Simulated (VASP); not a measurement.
## PtS2: single point with PBE

Crystal: PtS2.

```
Pt S
1.0
     0.00000    2.98613    2.98613
     2.98613    0.00000    2.98613
     2.98613    2.98613    0.00000
Pt S
1 2
Direct
  0.00000 0.00000 0.00000
  0.25000 0.25000 0.25000
  0.75000 0.75000 0.75000
```

```yaml
Program: VASP 6.6.1
Task: single point
Functional: PBE
Potentials_or_basis: VASP PAW PBE potentials, release 64 (Pt, S)
Cutoff: 520 eV
k_mesh: 6 × 6 × 6
Occupations: fermi-dirac, width 0.02 eV
Spin: no spin polarisation
```

* Pressure: -0.3 GPa
* Band gap on the k mesh: zero (band 11 reaches 8.31 eV, above the bottom of band 12 at 7.72 eV)

Levels at points of the mesh, in eV from the Fermi level:
| k point | band 7 | band 8 | band 9 | band 10 | band 11 | band 12 | band 13 | band 14 | band 15 | band 16 |
| --- | --- | --- | --- | --- | --- | --- | --- | --- | --- | --- |
| (0.00, 0.00, 0.00) | -4.09 | -1.52 | -1.52 | -1.52 | 0.38 | 0.38 | 0.38 | 2.81 | 3.64 | 3.64 |
| (0.50, 0.00, 0.00) | -3.90 | -3.89 | -3.89 | -3.77 | -2.26 | 0.42 | 0.42 | 4.86 | 6.43 | 7.69 |
| (0.50, 0.50, 0.00) | -4.94 | -3.93 | -3.63 | -2.46 | 0.04 | 1.14 | 1.14 | 2.40 | 6.93 | 7.20 |

It took 12 s on 1 thread of Intel(R) Xeon(R) Platinum 8488C (Sapphire Rapids), on a shared host, peak memory 0.17 GiB.

Caveat: spin-orbit coupling is left out, which moves the levels of the heavy elements.
